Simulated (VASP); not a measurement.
# ZrB2 (P6/mmm) in VASP: notebook

The runs below take ZrB2 through electric field gradients, with PBE.

Program: VASP 6.6.1. These are calculated values, not measurements. Logs are shortened: lines on timing, memory, paths and dates and some standing lists are left out, and cuts for length are marked.

## (1) The cell of the first run

The structure is hexagonal, space group P6/mmm (No. 191). The conventional cell has a = 3.171 Å, b = 3.171 Å, c = 3.542 Å, α = 90.00°, β = 90.00°, γ = 120.00°. Zr (site symmetry 6/mmm) has 12 B at 2.55 Å and 6 Zr at 3.17 Å within 3.4 Å. Within 2.4 Å of B (site symmetry -6m2) lie 3 B at 1.83 Å.

## (2) Electric field gradients, PBE

Input file INCAR:

```
PREC     = Accurate       # precision mode
ENCUT    = 520            # plane-wave cutoff, eV
EDIFF    = 1E-8           # SCF threshold, eV
ISMEAR   = 0              # smearing method
SIGMA    = 0.05           # smearing width, eV
LREAL    = False          # projectors in reciprocal space
LASPH    = True           # aspherical terms in the spheres
NELM     = 80             # most SCF steps
ALGO     = Normal         # electronic algorithm
ISIF     = 2              # what is computed and relaxed
LWAVE    = False          # write WAVECAR
LCHARG   = False          # write CHGCAR
GGA      = PE             # functional
LEFG     = True         
NBANDS   = 16             # bands
```

Input file KPOINTS:

```
Automatic mesh
0
Gamma
  14 14 12
```

Input file POSCAR:

```
ZrB2
1.0
    3.1711983625      0.0000000000      0.0000000000
   -1.5855991813      2.7463383424      0.0000000000
    0.0000000000      0.0000000000      3.5420340349
Zr B
1 2
Direct
    0.0000000000      0.0000000000      0.0000000000
    0.3333333333      0.6666666667      0.5000000000
    0.6666666667      0.3333333333      0.5000000000
```

Potentials or basis: VASP PAW PBE potentials, release 64 (Zr_sv, B).

Command:

```sh
cat potpaw_PBE.64/Zr_sv/POTCAR potpaw_PBE.64/B/POTCAR > POTCAR
mpirun -np 1 vasp_std > vasp.out
```

OUTCAR:

```text
PREC = Accurate
   ENCUT = 520
   EDIFF = 1E-8
   ISMEAR = 0
   LREAL = False
   LASPH = True
   NELM = 80
   ISIF = 2
   GGA = PE

 ion  position               nearest neighbor table
   1  0.000  0.000  0.000-   2 2.55   3 2.55   2 2.55   3 2.55   3 2.55   3 2.55   2 2.55   2 2.55
                             3 2.55   3 2.55   2 2.55   2 2.55
   2  0.333  0.667  0.500-   3 1.83   3 1.83   3 1.83   1 2.55   1 2.55   1 2.55   1 2.55   1 2.55
                             1 2.55
   3  0.667  0.333  0.500-   2 1.83   2 1.83   2 1.83   1 2.55   1 2.55   1 2.55   1 2.55   1 2.55
                             1 2.55

  LATTYP: Found a hexagonal cell.
 ALAT       =     3.1711983625
 C/A-ratio  =     1.1169386554

  Lattice vectors:

 A1 = (   3.1711983625,   0.0000000000,   0.0000000000)
 A2 = (  -1.5855991813,   2.7463383424,   0.0000000000)
 A3 = (   0.0000000000,   0.0000000000,   3.5420340349)

Analysis of symmetry for initial positions (statically):
=====================================================================
 Subroutine PRICEL returns:
 Original cell was already a primitive cell.

 Routine SETGRP: Setting up the symmetry group for a
 hexagonal supercell.

 Subroutine GETGRP returns: Found 24 space group operations
 (whereof 24 operations were pure point group operations)
 out of a pool of 24 trial point group operations.

The static configuration has the point symmetry D_6h.

Analysis of symmetry for dynamics (positions and initial velocities):
=====================================================================
 Subroutine PRICEL returns:
 Original cell was already a primitive cell.

 Routine SETGRP: Setting up the symmetry group for a
 hexagonal supercell.

 Subroutine GETGRP returns: Found 24 space group operations
 (whereof 24 operations were pure point group operations)
 out of a pool of 24 trial point group operations.

The dynamic configuration has the point symmetry D_6h.

 Subroutine INISYM returns: Found 24 space group operations
 (whereof 24 operations are pure point group operations),
 and found     1 'primitive' translations

----------------------------------------------------------------------------------------

                                     Primitive cell

  volume of cell :      30.8482

  direct lattice vectors                    reciprocal lattice vectors
     3.171198363  0.000000000  0.000000000     0.315338205  0.182060598  0.000000000
    -1.585599181  2.746338342  0.000000000     0.000000000  0.364121195  0.000000000
     0.000000000  0.000000000  3.542034035     0.000000000  0.000000000  0.282323656

  length of vectors
     3.171198363  3.171198363  3.542034035     0.364121195  0.364121195  0.282323656

  position of ions in fractional coordinates (direct lattice)
     0.000000000  0.000000000  0.000000000
     0.333333333  0.666666667  0.500000000
     0.666666667  0.333333333  0.500000000

  ion indices of the primitive-cell ions
   primitive index   ion index
                 1           1
                 2           2
                 3           3

----------------------------------------------------------------------------------------

 KPOINTS: Automatic mesh

Automatic generation of k-mesh.
 Grid dimensions read from file:
 generate k-points for:   14   14   12

 Generating k-lattice:

  Cartesian coordinates                     Fractional coordinates (reciprocal lattice)
     0.022524158  0.013004328  0.000000000     0.071428571  0.000000000  0.000000000
     0.000000000  0.026008657  0.000000000     0.000000000  0.071428571  0.000000000
     0.000000000  0.000000000  0.023526971     0.000000000  0.000000000  0.083333333

  Length of vectors
     0.026008657  0.026008657  0.023526971

  Shift w.r.t. Gamma in fractional coordinates (k-lattice)
     0.000000000  0.000000000  0.000000000

 Subroutine IBZKPT returns following result:
 ===========================================

 Found    168 irreducible k-points:

 Following reciprocal coordinates:
            Coordinates               Weight
  0.000000  0.000000  0.000000      1.000000
  0.071429  0.000000  0.000000      6.000000
  0.142857  0.000000  0.000000      6.000000
  0.214286  0.000000  0.000000      6.000000
  0.285714  0.000000  0.000000      6.000000
  0.357143  0.000000  0.000000      6.000000
[... 16 lines left out ...]
  0.285714  0.285714  0.000000      6.000000
  0.357143  0.285714  0.000000      6.000000
 [... further k-points ...]
   k-points           NKPTS =    168   k-points in BZ     NKDIM =    168   number of bands    NBANDS=     16
   number of dos      NEDOS =    301   number of ions     NIONS =      3
   total plane-waves  NPLWV =  16128
   dimension x,y,z NGX =    24 NGY =   24 NGZ =   28
   dimension x,y,z NGXF=    48 NGYF=   48 NGZF=   56
   ions per type =               1   2
   NGX,Y,Z   is equivalent  to a cutoff of  12.58, 12.58, 13.14 a.u.
   NGXF,Y,Z  is equivalent  to a cutoff of  25.16, 25.16, 26.28 a.u.
 SYSTEM =  unknown system
   PREC   = accura    normal or accurate (medium, high low for compatibility)
   ISTART =      0    job   : 0-new  1-cont  2-samecut
   ICHARG =      2    charge: 1-file 2-atom 10-const
   ISPIN  =      1    spin polarized calculation?
   LNONCOLLINEAR =      F non collinear calculations
   LSORBIT =      F    spin-orbit coupling
   LASPH  =      T    aspherical Exc in radial PAW
   ENCUT  =  520.0 eV  38.22 Ry    6.18 a.u.   5.90  5.90  6.59*2*pi/ulx,y,z
   NELM   =     80;   NELMIN=  2; NELMDL= -5     # of ELM steps
   EDIFF  = 0.1E-07   stopping-criterion for ELM
   LREAL  =      F    real-space projection
   EDIFFG = 0.1E-06   stopping-criterion for IOM
   NSW    =      0    number of steps for IOM
   IBRION =     -1    ionic relax: 0-MD 1-quasi-New 2-CG
   NFREE  =      0    steps in history (QN), initial steepest desc. (CG)
   ISIF   =      2    stress and relaxation
   ISYM   =      2    0-nonsym 1-usesym 2-fastsym
   POTIM  = 0.5000    time-step for ionic-motion
   TEBEG  =    0.0;   TEEND  =   0.0 temperature during run
   PSTRESS=    0.0 pullay stress
   NELECT =      18.0000    total number of electrons
   NUPDOWN=      -1.0000    fix difference up-down
   EMIN   =  10.00;   EMAX   =-10.00  energy-range for DOS
   EFERMI =   0.00;   METHOD = LEGACY
   ISMEAR =     0;   SIGMA  =   0.05  broadening in eV -4-tet -1-fermi 0-gaus
   EFERMI_NEDOS =   21; number of points for ismear=-14 and -15
   IALGO  =     38    algorithm
   IMIX   =      4    mixing-type and parameters
     AMIX     =   0.40;   BMIX     =  1.00
     AMIX_MAG =   1.60;   BMIX_MAG =  1.00
  volume/ion in A,a.u.               =      10.28        69.39
  Fermi-wavevector in a.u.,A,eV,Ry     =   1.368009  2.585162 25.462603  1.871448
  Thomas-Fermi vector in A             =   2.494011
   LORBIT       =      0    0 simple, 1 ext, 2 COOP (PROOUT), +10 PAW based schemes
   GGA     = PE    functional components
   LHFCALC =     F    Hartree Fock is set to
   AEXX    =    0.0000 exact exchange contribution
   IVDW    =     0    specifies the selected vdW correction
   LEPSILON=     F    determine dielectric tensor
   LRPA    =     F    only Hartree local field effects (RPA)
 non-spin polarized calculation
 Gauss-broadening in eV      SIGMA  =   0.05
  energy-cutoff  :      520.00
  volume of cell :       30.85
 maximum number of plane-waves:       848
 NGX is ok and might be reduce to    24
   NGX = 11   NGY = 11   NGZ = 13

 number of electron      18.0000000 magnetization

 Free energy of the ion-electron system (eV)
  ---------------------------------------------------
  ext. energy  EPLUGINS =         0.00000000
  ---------------------------------------------------
  free energy    TOTEN  =       -24.97780833 eV

  energy without entropy =      -24.97750988  energy(sigma->0) =      -24.97765910

 E-fermi :  10.5011     XC(G=0): -12.4274

 val. band max:       10.4830599722   @ k =   0.3571   0.2143   0.0000
 cond. band min:      10.5506626986   @ k =   0.0000   0.0000   0.2500
 fundamental gap:      0.0676027264
 Fermi energy:        10.5011165190

 k-point     1 :       0.0000    0.0000    0.0000
  band No.  band energies     occupation
      1     -38.1569      2.00000
      2     -16.3442      2.00000
      3     -15.7895      2.00000
      4     -15.7895      2.00000
      5      -2.2287      2.00000
      6       7.8800      2.00000
[... 8 lines left out ...]
     15      15.6345      0.00000
     16      15.6345      0.00000
[... 419 lines left out ...]
 k-point    24 :       0.3571    0.2857    0.0000
  band No.  band energies     occupation
      1     -38.0277      2.00000
      2     -16.5082      2.00000
      3     -16.3662      2.00000
      4     -16.1509      2.00000
      5       2.5158      2.00000
      6       2.6615      2.00000
[... 8 lines left out ...]
     15      21.3184      0.00000
     16      21.7503      0.00000

 [... further k-points ...]
[... 5 lines left out ...]
  --------------------------------------------------------------------------------------
  -------------------------------------------------------------------------------------
  Total        0.0218622      0.0218622      0.0355382     -0.0000000      0.0000000     -0.0000000
  in kB        1.1354673      1.1354673      1.8457636     -0.0000000      0.0000000     -0.0000000
  external PRESSURE =       1.3722327 kB  Pullay stress =       0.0000000 kB

 VOLUME and BASIS-vectors are now :
 -----------------------------------------------------------------------------
  energy-cutoff  :      520.00
  volume of cell :       30.85
      direct lattice vectors                 reciprocal lattice vectors
     3.171198363  0.000000000  0.000000000     0.315338205  0.182060598  0.000000000
    -1.585599181  2.746338342  0.000000000     0.000000000  0.364121195  0.000000000
     0.000000000  0.000000000  3.542034035     0.000000000  0.000000000  0.282323656

 POSITION                                       TOTAL-FORCE (eV/Angst)
 -----------------------------------------------------------------------------------
      0.00000      0.00000      0.00000         0.000000      0.000000      0.000000
     -0.00000      1.83089      1.77102         0.000000     -0.000000      0.000000
      1.58560      0.91545      1.77102        -0.000000      0.000000      0.000000
 -----------------------------------------------------------------------------------
    total drift:                               -0.000000      0.000000      0.000000

  FREE ENERGIE OF THE ION-ELECTRON SYSTEM (eV)
  ---------------------------------------------------
  free  energy   TOTEN  =       -24.9778083252 eV

  energy  without entropy=      -24.9775098834  energy(sigma->0) =      -24.97765910

 Electric field gradients (V/A^2)
---------------------------------------------------------------------
 ion       V_xx      V_yy      V_zz      V_xy      V_xz      V_yz
---------------------------------------------------------------------
   1     -20.928   -20.928    41.856    -0.000    -0.000    -0.000
   2      -0.926    -0.926     1.851    -0.000     0.000     0.000
   3      -0.926    -0.926     1.851    -0.000    -0.000     0.000
---------------------------------------------------------------------

 Electric field gradients after diagonalization (V/A^2)
 (convention: |V_zz| > |V_xx| > |V_yy|)
----------------------------------------------------------------------
 ion       V_xx      V_yy      V_zz     asymmetry (V_yy - V_xx)/ V_zz
----------------------------------------------------------------------
   1     -20.928   -20.928    41.856       0.000
   2      -0.926    -0.926     1.851       0.000
   3      -0.926    -0.926     1.851       0.000
----------------------------------------------------------------------

           NMR quadrupolar parameters

 Cq : quadrupolar parameter    Cq=e*Q*V_zz/h
 eta: asymmetry parameters     (V_yy - V_xx)/ V_zz
 Q  : nuclear electric quadrupole moment in mb (millibarn)
----------------------------------------------------------------------
 ion       Cq(MHz)       eta       Q (mb)
----------------------------------------------------------------------
   1       0.101       0.000       1.000
   2       0.004       0.000       1.000
   3       0.004       0.000       1.000
----------------------------------------------------------------------
```

It took 23 s on 1 thread of Intel Xeon 6975P-C (Granite Rapids), shared host; peak memory 0.2 GiB.

What came out:

```yaml
Free_energy: -24.9778 eV
Pressure: 0.1 GPa
Band_gap_on_the_k_mesh: zero (band 9 reaches 11.27 eV, above the bottom of band 10 at 10.29 eV)
```

Electric field gradients, principal values (V/Å²):
```csv
atom,least,middle,greatest (by size)
1 Zr,-20.928,-20.928,41.856
2 B,-0.926,-0.926,1.851
3 B,-0.926,-0.926,1.851
```

Caveat: without QUAD_EFG the Cq values of the log hold for a quadrupole moment of 1 mb, not for the nuclei.

## (3) Electric field gradients, PBE

This run uses another cell than the first one, of 10.25 Å³/atom, 0.997 times its volume.

Input file INCAR:

```
PREC     = Accurate       # precision mode
ENCUT    = 520            # plane-wave cutoff, eV
EDIFF    = 1E-8           # SCF threshold, eV
ISMEAR   = 0              # smearing method
SIGMA    = 0.05           # smearing width, eV
LREAL    = F              # projectors in reciprocal space
LASPH    = T              # aspherical terms in the spheres
NELM     = 60             # most SCF steps
ALGO     = Normal         # electronic algorithm
ISIF     = 2              # what is computed and relaxed
LWAVE    = F              # write WAVECAR
LCHARG   = F              # write CHGCAR
GGA      = PE             # functional
LEFG     = T            
NBANDS   = 16             # bands
```

KPOINTS is that of step 2.

Input file POSCAR:

```
ZrB2
1.0
    3.1700000000      0.0000000000      0.0000000000
   -1.5850000000      2.7453005300      0.0000000000
    0.0000000000      0.0000000000      3.5330000000
Zr B
1 2
Direct
    0.0000000000      0.0000000000      0.0000000000
    0.3333333333      0.6666666667      0.5000000000
    0.6666666667      0.3333333333      0.5000000000
```

Potentials or basis: VASP PAW PBE potentials, release 64 (Zr_sv, B).

Command:

```sh
cat potpaw_PBE.64/Zr_sv/POTCAR potpaw_PBE.64/B/POTCAR > POTCAR
mpirun -np 1 vasp_std > vasp.out
```

OUTCAR:

```text
PREC = Accurate
   ENCUT = 520
   EDIFF = 1E-8
   ISMEAR = 0
   LREAL = F
   LASPH = T
   NELM = 60
   ISIF = 2
   GGA = PE

 ion  position               nearest neighbor table
   1  0.000  0.000  0.000-   2 2.54   3 2.54   2 2.54   3 2.54   3 2.54   3 2.54   2 2.54   2 2.54
                             3 2.54   3 2.54   2 2.54   2 2.54
   2  0.333  0.667  0.500-   3 1.83   3 1.83   3 1.83   1 2.54   1 2.54   1 2.54   1 2.54   1 2.54
                             1 2.54
   3  0.667  0.333  0.500-   2 1.83   2 1.83   2 1.83   1 2.54   1 2.54   1 2.54   1 2.54   1 2.54
[... 686 lines left out ...]

 Electric field gradients (V/A^2)
---------------------------------------------------------------------
 ion       V_xx      V_yy      V_zz      V_xy      V_xz      V_yz
---------------------------------------------------------------------
   1     -20.847   -20.847    41.695    -0.000     0.000     0.000
   2      -0.868    -0.868     1.737    -0.000     0.000    -0.000
   3      -0.868    -0.868     1.737    -0.000     0.000     0.000
---------------------------------------------------------------------

 Electric field gradients after diagonalization (V/A^2)
 (convention: |V_zz| > |V_xx| > |V_yy|)
----------------------------------------------------------------------
 ion       V_xx      V_yy      V_zz     asymmetry (V_yy - V_xx)/ V_zz
----------------------------------------------------------------------
   1     -20.847   -20.847    41.695       0.000
   2      -0.868    -0.868     1.737       0.000
   3      -0.868    -0.868     1.737       0.000
----------------------------------------------------------------------

           NMR quadrupolar parameters

 Cq : quadrupolar parameter    Cq=e*Q*V_zz/h
 eta: asymmetry parameters     (V_yy - V_xx)/ V_zz
 Q  : nuclear electric quadrupole moment in mb (millibarn)
----------------------------------------------------------------------
 ion       Cq(MHz)       eta       Q (mb)
----------------------------------------------------------------------
   1       0.101       0.000       1.000
   2       0.004       0.000       1.000
   3       0.004       0.000       1.000
----------------------------------------------------------------------
```

Wall time 24 s (1 thread of Intel Xeon 6975P-C (Granite Rapids), shared host); peak memory 0.2 GiB.

Results:

```yaml
Free_energy: -24.9773 eV
Pressure: 0.9 GPa
Band_gap_on_the_k_mesh: zero (band 9 reaches 11.29 eV, above the bottom of band 10 at 10.34 eV)
```

Electric field gradients, principal values (V/Å²):
| atom | least | middle | greatest (by size) |
| --- | --- | --- | --- |
| 1 Zr | -20.847 | -20.847 | 41.695 |
| 2 B | -0.868 | -0.868 | 1.737 |
| 3 B | -0.868 | -0.868 | 1.737 |

Caveat: without QUAD_EFG the Cq values of the log hold for a quadrupole moment of 1 mb, not for the nuclei.
